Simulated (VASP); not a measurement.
A run of VASP 6.6.1 is set up as follows.

The input INCAR:

```
SYSTEM = SiC
PREC     = Accurate       ! precision mode
ENCUT    = 520            ! plane-wave cutoff, eV
EDIFF    = 1E-7           ! SCF threshold, eV
ISMEAR   = 0              ! smearing method
SIGMA    = 0.05           ! smearing width, eV
LREAL    = .False.        ! projectors in reciprocal space
LASPH    = .True.         ! aspherical terms in the spheres
NELM     = 100            ! most SCF steps
ALGO     = Normal         ! electronic algorithm
ISIF     = 2              ! what is computed and relaxed
LWAVE    = .False.        ! write WAVECAR
LCHARG   = .False.        ! write CHGCAR
GGA      = PE             ! functional
NBANDS   = 11             ! bands
```

File KPOINTS:

```
regular mesh
0
Gamma
  12 12 12
  0 0 0
```

Contents of POSCAR:

```
SiC
1.0
    0.0000000000      2.1721700986      2.1721700986
    2.1721700986      0.0000000000      2.1721700986
    2.1721700986      2.1721700986      0.0000000000
Si C
1 1
Direct
    0.0000000000      0.0000000000      0.0000000000
    0.7500000000      0.7500000000      0.7500000000
```

Potentials or basis: VASP PAW PBE potentials, release 64 (Si, C).

The run is started by

```console
$ cat potpaw_PBE.64/Si/POTCAR potpaw_PBE.64/C/POTCAR > POTCAR
$ mpirun -np 1 vasp_std > vasp.out
```

Problem. What does it give for the band gap on the k mesh?

Solution. 1.35 eV, indirect (least direct gap 4.55 eV).

Problem. Estimate the pressure.

Solution. 5.4 GPa.

A k mesh can miss the band edges. As with any semilocal functional, this PBE gap is likely too small.
